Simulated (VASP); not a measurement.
# AlN (P6_3/mmc) in VASP: a series of runs, part 2 of 2

VASP 6.6.1. The steps go on from the part before.

**3. Single point, PBE (volume 11.149 Å^3 an atom, c/a of the conventional cell 1.1980)**

INCAR

```
SYSTEM = AlN
  PREC = Accurate
  ENCUT = 520
  EDIFF = 1E-7
  ISMEAR = 0
  SIGMA = 0.05
  LREAL = .FALSE.
  LASPH = .TRUE.
  NELM = 80
  ALGO = Normal
  ISIF = 2
  LWAVE = .FALSE.
  LCHARG = .FALSE.
  GGA = PE
  NBANDS = 16
```

KPOINTS

```
Automatic mesh
0
G
  9 9 6
  0 0 0
```

POSCAR

```
AlN
1.0
    3.5029678575      0.0000000000      0.0000000000
   -1.7514839288      3.0336591533      0.0000000000
    0.0000000000      0.0000000000      4.1965554933
Al N
2 2
Direct
    0.3333333333      0.6666666667      0.7500000000
    0.6666666667      0.3333333333      0.2500000000
    0.3333333333      0.6666666667      0.2500000000
    0.6666666667      0.3333333333      0.7500000000
```

Potentials or basis: VASP PAW PBE potentials, release 64 (Al, N).

The run is started by

```console
cat potpaw_PBE.64/Al/POTCAR potpaw_PBE.64/N/POTCAR > POTCAR
mpirun -np 1 vasp_std > vasp.out
```

OUTCAR:

```text
SYSTEM = AlN
   PREC = Accurate
   ENCUT = 520
   EDIFF = 1E-7
   ISMEAR = 0
   LREAL = .FALSE.
   LASPH = .TRUE.
   NELM = 80
   ISIF = 2
   GGA = PE

 ion  position               nearest neighbor table
   1  0.333  0.667  0.750-   4 2.02   4 2.02   4 2.02   3 2.10   3 2.10   2 2.91   2 2.91   2 2.91
                             2 2.91   2 2.91   2 2.91
   2  0.667  0.333  0.250-   3 2.02   3 2.02   3 2.02   4 2.10   4 2.10   1 2.91   1 2.91   1 2.91
                             1 2.91   1 2.91   1 2.91
   3  0.333  0.667  0.250-   2 2.02   2 2.02   2 2.02   1 2.10   1 2.10
   4  0.667  0.333  0.750-   1 2.02   1 2.02   1 2.02   2 2.10   2 2.10

  LATTYP: Found a hexagonal cell.
 ALAT       =     3.5029678575
 C/A-ratio  =     1.1980000000

  Lattice vectors:

 A1 = (   3.5029678575,   0.0000000000,   0.0000000000)
 A2 = (  -1.7514839288,   3.0336591533,   0.0000000000)
 A3 = (   0.0000000000,   0.0000000000,   4.1965554933)

Analysis of symmetry for initial positions (statically):
[... 10 lines left out ...]

The static configuration has the point symmetry D_3d.
 The point group associated with its full space group is D_6h.

Analysis of symmetry for dynamics (positions and initial velocities):
[... 10 lines left out ...]

The dynamic configuration has the point symmetry D_3d.
 The point group associated with its full space group is D_6h.

 Subroutine INISYM returns: Found 24 space group operations
[... 5 lines left out ...]
                                     Primitive cell

  volume of cell :      44.5960

  direct lattice vectors                    reciprocal lattice vectors
     3.502967857  0.000000000  0.000000000     0.285472217  0.164817461  0.000000000
    -1.751483929  3.033659153  0.000000000     0.000000000  0.329634923  0.000000000
     0.000000000  0.000000000  4.196555493     0.000000000  0.000000000  0.238290665

  length of vectors
     3.502967857  3.502967858  4.196555493     0.329634923  0.329634923  0.238290665

  position of ions in fractional coordinates (direct lattice)
     0.333333333  0.666666667  0.750000000
     0.666666667  0.333333333  0.250000000
     0.333333333  0.666666667  0.250000000
     0.666666667  0.333333333  0.750000000

[... 94 lines left out ...]
   EFERMI_NEDOS =   21; number of points for ismear=-14 and -15
   IALGO  =     38    algorithm
   IMIX   =      4    mixing-type and parameters
     AMIX     =   0.40;   BMIX     =  1.00
     AMIX_MAG =   1.60;   BMIX_MAG =  1.00
  volume/ion in A,a.u.               =      11.15        75.24
  Fermi-wavevector in a.u.,A,eV,Ry     =   1.163276  2.198273 18.411562  1.353212
  Thomas-Fermi vector in A             =   2.299828
   LORBIT       =      0    0 simple, 1 ext, 2 COOP (PROOUT), +10 PAW based schemes
   GGA     = PE    functional components
   LHFCALC =     F    Hartree Fock is set to
   AEXX    =    0.0000 exact exchange contribution
   IVDW    =     0    specifies the selected vdW correction
   LEPSILON=     F    determine dielectric tensor
   LRPA    =     F    only Hartree local field effects (RPA)
 non-spin polarized calculation
 Gauss-broadening in eV      SIGMA  =   0.05
  energy-cutoff  :      520.00
  volume of cell :       44.60
 maximum number of plane-waves:      1240
 NGX is ok and might be reduce to    28
   NGX = 13   NGY = 13   NGZ = 15

 number of electron      15.9999997 magnetization

 Free energy of the ion-electron system (eV)
  ---------------------------------------------------
  ext. energy  EPLUGINS =         0.00000000
  ---------------------------------------------------
  free energy    TOTEN  =       -28.95265305 eV

  energy without entropy =      -28.95265305  energy(sigma->0) =      -28.95265305

 E-fermi :   6.6976     XC(G=0): -10.6561

 val. band max:        6.4621239347   @ k =   0.0000   0.0000   0.0000
 cond. band min:       9.0871483930   @ k =   0.0000   0.0000   0.0000
 fundamental gap:      2.6250244583
 Fermi energy:         6.6975730260

 k-point     1 :       0.0000    0.0000    0.0000
  band No.  band energies     occupation
      1      -9.2488      2.00000
      2      -5.9269      2.00000
      3       0.5958      2.00000
      4       3.6063      2.00000
      5       3.6063      2.00000
      6       5.4122      2.00000
[... 433 lines left out ...]
      3       0.8438      2.00000
      4       1.5252      2.00000
      5       1.5252      2.00000
      6       4.3332      2.00000
[... 8 lines left out ...]
     15      17.5719      0.00000
     16      18.8240      0.00000

 [... further k-points ...]
[... 5 lines left out ...]
  --------------------------------------------------------------------------------------
  -------------------------------------------------------------------------------------
  Total       -6.0546753     -6.0546753     -3.9156888      0.0000000      0.0000000      0.0000000
  in kB     -217.5231737   -217.5231737   -140.6769170      0.0000000      0.0000000      0.0000000
  external PRESSURE =    -191.9077548 kB  Pullay stress =       0.0000000 kB

 VOLUME and BASIS-vectors are now :
 -----------------------------------------------------------------------------
  energy-cutoff  :      520.00
  volume of cell :       44.60
      direct lattice vectors                 reciprocal lattice vectors
     3.502967857  0.000000000  0.000000000     0.285472217  0.164817461  0.000000000
    -1.751483929  3.033659153  0.000000000     0.000000000  0.329634923  0.000000000
     0.000000000  0.000000000  4.196555493     0.000000000  0.000000000  0.238290665

 POSITION                                       TOTAL-FORCE (eV/Angst)
 -----------------------------------------------------------------------------------
     -0.00000      2.02244      3.14742         0.000000     -0.000000      0.000000
      1.75148      1.01122      1.04914        -0.000000      0.000000      0.000000
     -0.00000      2.02244      1.04914         0.000000     -0.000000      0.000000
      1.75148      1.01122      3.14742        -0.000000      0.000000      0.000000
 -----------------------------------------------------------------------------------
    total drift:                               -0.000000      0.000000     -0.000000

  FREE ENERGIE OF THE ION-ELECTRON SYSTEM (eV)
  ---------------------------------------------------
  free  energy   TOTEN  =       -28.9526530454 eV

  energy  without entropy=      -28.9526530454  energy(sigma->0) =      -28.95265305
```

OSZICAR:

```text
N       E                     dE             d eps       ncg     rms          rms(c)
DAV:   1     0.418286523380E+02    0.41829E+02   -0.71632E+03  1536   0.886E+02
DAV:   2    -0.294835013552E+02   -0.71312E+02   -0.64585E+02  2296   0.179E+02
DAV:   3    -0.331223773697E+02   -0.36389E+01   -0.36222E+01  1872   0.418E+01
DAV:   4    -0.331474086662E+02   -0.25031E-01   -0.25028E-01  1856   0.393E+00
DAV:   5    -0.331477762578E+02   -0.36759E-03   -0.36758E-03  1856   0.477E-01    0.111E+01
DAV:   6    -0.289598712710E+02    0.41879E+01   -0.92709E+00  1984   0.221E+01    0.364E+00
DAV:   7    -0.289791054577E+02   -0.19234E-01   -0.69639E-01  1648   0.550E+00    0.269E+00
DAV:   8    -0.289638848417E+02    0.15221E-01   -0.12052E-01  1632   0.292E+00    0.103E+00
DAV:   9    -0.289520461798E+02    0.11839E-01   -0.24040E-02  1904   0.122E+00    0.316E-01
DAV:  10    -0.289527700558E+02   -0.72388E-03   -0.45647E-03  1784   0.429E-01    0.170E-01
DAV:  11    -0.289526531941E+02    0.11686E-03   -0.21416E-04  1848   0.115E-01    0.560E-02
DAV:  12    -0.289526541690E+02   -0.97491E-06   -0.21690E-05  1736   0.355E-02    0.112E-02
DAV:  13    -0.289526530434E+02    0.11256E-05   -0.94957E-06  1928   0.221E-02    0.782E-03
DAV:  14    -0.289526530454E+02   -0.19884E-08   -0.77385E-07  1800   0.772E-03
   1 F= -.28952653E+02 E0= -.28952653E+02  d E =-.135985E-13
```

It took 44 s on 1 thread of AMD EPYC 7R43 (Zen 3), shared host; peak memory 0.13 GiB.

Results:

- Free energy: -28.9527 eV
- Pressure: -19.2 GPa
- Band gap on the k mesh: 2.62 eV, direct

**4. Single point, PBE (volume 11.149 Å^3 an atom, c/a of the conventional cell 1.3332)**

INCAR

```
SYSTEM = AlN
ALGO = Normal
EDIFF = 1E-6
ENCUT = 520
GGA = PE
ISIF = 2
ISMEAR = 0
LASPH = .TRUE.
LCHARG = .FALSE.
LREAL = .FALSE.
LWAVE = .FALSE.
NBANDS = 16
NELM = 100
PREC = Accurate
SIGMA = 0.05
```

KPOINTS

```
k-points
0
G
  9 9 6
  0 0 0
```

POSCAR

```
AlN
1.0
    3.3803109847      0.0000000000      0.0000000000
   -1.6901554924      2.9274351854      0.0000000000
    0.0000000000      0.0000000000      4.5066306048
Al N
2 2
Direct
    0.3333333333      0.6666666667      0.7500000000
    0.6666666667      0.3333333333      0.2500000000
    0.3333333333      0.6666666667      0.2500000000
    0.6666666667      0.3333333333      0.7500000000
```

The run is started by

```console
cat potpaw_PBE.64/Al/POTCAR potpaw_PBE.64/N/POTCAR > POTCAR
mpirun -np 1 vasp_std > vasp.out
```

It took 53 s on 1 thread of AMD EPYC 7R43 (Zen 3), shared host; peak memory 0.14 GiB.

It converged, with:

- Free energy: -29.0314 eV
- Pressure: -17.1 GPa
- Band gap on the k mesh: 2.24 eV, direct

Stress tensor (GPa, compression positive):
```
-17.25   0.00   0.00
  0.00 -17.25   0.00
  0.00   0.00 -16.74
```

Levels at points of the mesh, in eV from the valence-band top:
| k point | band 5 | band 6 | band 7 | band 8 | band 9 | band 10 | band 11 | band 12 |
| --- | --- | --- | --- | --- | --- | --- | --- | --- |
| (0.00, 0.00, 0.00) | -2.99 | -1.70 | -1.70 | 0.00 | 2.24 | 3.58 | 7.79 | 7.79 |
| (0.00, 0.00, 0.50) | -2.37 | -2.37 | -2.37 | -2.37 | 4.75 | 4.75 | 8.08 | 8.08 |

**5. Single point, PBE (volume 11.149 Å^3 an atom, c/a of the conventional cell 1.2638)**

INCAR

```
SYSTEM = AlN
PREC = Accurate
ENCUT = 520
EDIFF = 1E-7
ISMEAR = 0
SIGMA = 0.05
LREAL = .FALSE.
LASPH = .TRUE.
NELM = 60
ALGO = Normal
ISIF = 2
LWAVE = .FALSE.
LCHARG = .FALSE.
GGA = PE
NBANDS = 16
```

KPOINTS

```
regular mesh
0
G
  9 9 6
  0 0 0
```

POSCAR

```
AlN
1.0
    3.4410827861      0.0000000000      0.0000000000
   -1.7205413931      2.9800651093      0.0000000000
    0.0000000000      0.0000000000      4.3488560548
Al N
2 2
Direct
    0.3333333333      0.6666666667      0.7500000000
    0.6666666667      0.3333333333      0.2500000000
    0.3333333333      0.6666666667      0.2500000000
    0.6666666667      0.3333333333      0.7500000000
```

Potentials or basis: VASP PAW PBE potentials, release 64 (Al, N).

The run is started by

```console
cat potpaw_PBE.64/Al/POTCAR potpaw_PBE.64/N/POTCAR > POTCAR
mpirun -np 1 vasp_std > vasp.out
```

OUTCAR:

```text
SYSTEM = AlN
   PREC = Accurate
   ENCUT = 520
   EDIFF = 1E-7
   ISMEAR = 0
   LREAL = .FALSE.
   LASPH = .TRUE.
   NELM = 60
   ISIF = 2
   GGA = PE

 ion  position               nearest neighbor table
   1  0.333  0.667  0.750-   4 1.99   4 1.99   4 1.99   3 2.17   3 2.17   2 2.95   2 2.95   2 2.95
                             2 2.95   2 2.95   2 2.95
   2  0.667  0.333  0.250-   3 1.99   3 1.99   3 1.99   4 2.17   4 2.17   1 2.95   1 2.95   1 2.95
                             1 2.95   1 2.95   1 2.95
   3  0.333  0.667  0.250-   2 1.99   2 1.99   2 1.99   1 2.17   1 2.17
   4  0.667  0.333  0.750-   1 1.99   1 1.99   1 1.99   2 2.17   2 2.17

  LATTYP: Found a hexagonal cell.
 ALAT       =     3.4410827861
 C/A-ratio  =     1.2638045421

  Lattice vectors:

 A1 = (   3.4410827861,   0.0000000000,   0.0000000000)
 A2 = (  -1.7205413931,   2.9800651093,   0.0000000000)
 A3 = (   0.0000000000,   0.0000000000,   4.3488560548)

Analysis of symmetry for initial positions (statically):
[... 10 lines left out ...]

The static configuration has the point symmetry D_3d.
 The point group associated with its full space group is D_6h.

Analysis of symmetry for dynamics (positions and initial velocities):
[... 10 lines left out ...]

The dynamic configuration has the point symmetry D_3d.
 The point group associated with its full space group is D_6h.

[... 149 lines left out ...]
  energy without entropy =      -29.00953726  energy(sigma->0) =      -29.00953726

 E-fermi :   6.9988     XC(G=0): -10.6666

 val. band max:        6.7200993500   @ k =   0.0000   0.0000   0.0000
 cond. band min:       9.1298185135   @ k =   0.0000   0.0000   0.0000
 fundamental gap:      2.4097191635
 Fermi energy:         6.9988229974

 k-point     1 :       0.0000    0.0000    0.0000
  band No.  band energies     occupation
      1      -9.2086      2.00000
      2      -6.1239      2.00000
      3       0.5379      2.00000
      4       3.7694      2.00000
      5       3.7694      2.00000
      6       5.3165      2.00000
[... 433 lines left out ...]
      3       0.8795      2.00000
      4       1.5199      2.00000
      5       1.5199      2.00000
      6       4.0087      2.00000
[... 8 lines left out ...]
     15      17.4046      0.00000
     16      18.5329      0.00000

 [... further k-points ...]
[... 5 lines left out ...]
  --------------------------------------------------------------------------------------
  -------------------------------------------------------------------------------------
  Total       -5.6121781     -5.6121781     -4.5268322      0.0000000      0.0000000     -0.0000000
  in kB     -201.6258069   -201.6258069   -162.6331508      0.0000000      0.0000000     -0.0000000
  external PRESSURE =    -188.6282549 kB  Pullay stress =       0.0000000 kB

 VOLUME and BASIS-vectors are now :
 -----------------------------------------------------------------------------
  energy-cutoff  :      520.00
  volume of cell :       44.60
      direct lattice vectors                 reciprocal lattice vectors
     3.441082786  0.000000000  0.000000000     0.290606202  0.167781569  0.000000000
    -1.720541393  2.980065109  0.000000000     0.000000000  0.335563138  0.000000000
     0.000000000  0.000000000  4.348856055     0.000000000  0.000000000  0.229945528

 POSITION                                       TOTAL-FORCE (eV/Angst)
 -----------------------------------------------------------------------------------
     -0.00000      1.98671      3.26164         0.000000      0.000000      0.000000
      1.72054      0.99336      1.08721         0.000000     -0.000000      0.000000
     -0.00000      1.98671      1.08721        -0.000000      0.000000      0.000000
      1.72054      0.99336      3.26164        -0.000000      0.000000      0.000000
 -----------------------------------------------------------------------------------
    total drift:                               -0.000000      0.000000     -0.000000

  FREE ENERGIE OF THE ION-ELECTRON SYSTEM (eV)
  ---------------------------------------------------
  free  energy   TOTEN  =       -29.0095372621 eV

  energy  without entropy=      -29.0095372621  energy(sigma->0) =      -29.00953726
```

Run time: 43 s. Hardware: 1 thread of AMD EPYC 7R43 (Zen 3), shared host; peak memory 0.14 GiB.

What came out:

| Item | Value |
| --- | --- |
| Free energy | -29.0095 eV |
| Pressure | -18.9 GPa |
| Band gap on the k mesh | 2.41 eV, direct |

Levels at points of the mesh, in eV from the valence-band top:
```csv
k point,band 5,band 6,band 7,band 8,band 9,band 10,band 11,band 12
"(0.00, 0.00, 0.00)",-2.95,-1.40,-1.40,0.00,2.41,3.50,7.65,7.65
"(0.00, 0.00, 0.50)",-2.21,-2.21,-2.21,-2.21,4.93,4.93,7.89,7.89
```

**6. The runs side by side**

| cell | gap on the mesh (eV) | pressure (GPa) |
| --- | --- | --- |
| a = 3.534, b = 3.534, c = 4.122 Å, angles 90.0, 90.0, 120.0°, 4 atoms | 2.74 | -18.8 |
| a = 3.503, b = 3.503, c = 4.197 Å, angles 90.0, 90.0, 120.0°, 4 atoms | 2.62 | -19.2 |
| a = 3.380, b = 3.380, c = 4.507 Å, angles 90.0, 90.0, 120.0°, 4 atoms | 2.24 | -17.1 |
| a = 3.441, b = 3.441, c = 4.349 Å, angles 90.0, 90.0, 120.0°, 4 atoms | 2.41 | -18.9 |

Alike in all rows: task single point; level PBE; potentials or basis VASP PAW PBE potentials, release 64 (Al, N); no spin polarisation; k mesh 9 × 9 × 6; cutoff (eV) 520; smearing gaussian 0.05 eV.

Total energies depend on the potentials used, so only differences within one code and one set of settings carry meaning.
